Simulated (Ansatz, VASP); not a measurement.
# One calculation of MgI2, two programs

```
CELL_PARAMETERS angstrom
4.22120 0.00000 0.00000
-2.11060 3.65566 0.00000
0.00000 0.00000 7.01494
ATOMIC_POSITIONS crystal
I 0.66667 0.33333 0.75000
I 0.33333 0.66667 0.25000
Mg 0.00000 0.00000 0.00000
```

Change from the starting cell: volume scaled by 1.06.

Alike in both runs: task single point; functional PBE; k mesh 8 × 8 × 4; occupations fermi-dirac, width 0.05 eV; no spin polarisation.

|  | VASP | Ansatz |
| --- | --- | --- |
| version | VASP 6.6.1 | Ansatz 0.2.0 |
| potentials or method | VASP PAW PBE potentials, release 64 (I, Mg), cutoff 520 eV | all-electron LAPW, scalar-relativistic |

Ansatz gave:

```
gap on the k mesh at the Fermi level (eV)                     : 3.40
least direct gap on the mesh (eV)                             : 3.40
pressure (GPa)                                                : -1.0
traceless stress, the component that is largest in VASP (GPa) : -0.34
rms of the force components (eV/Å)                            : 0.222
```

Which values does VASP return?

gap on the k mesh at the Fermi level (eV): 3.39; least direct gap on the mesh (eV): 3.39; pressure (GPa): -1.0; traceless stress, the component that is largest in VASP (GPa): -0.33; rms of the force components (eV/Å): 0.226.

Atom by atom the forces differ by 0.004 eV/Å (rms over components). Ansatz ran all-electron here, and VASP with PAW potentials.

Spin-orbit coupling is off throughout.
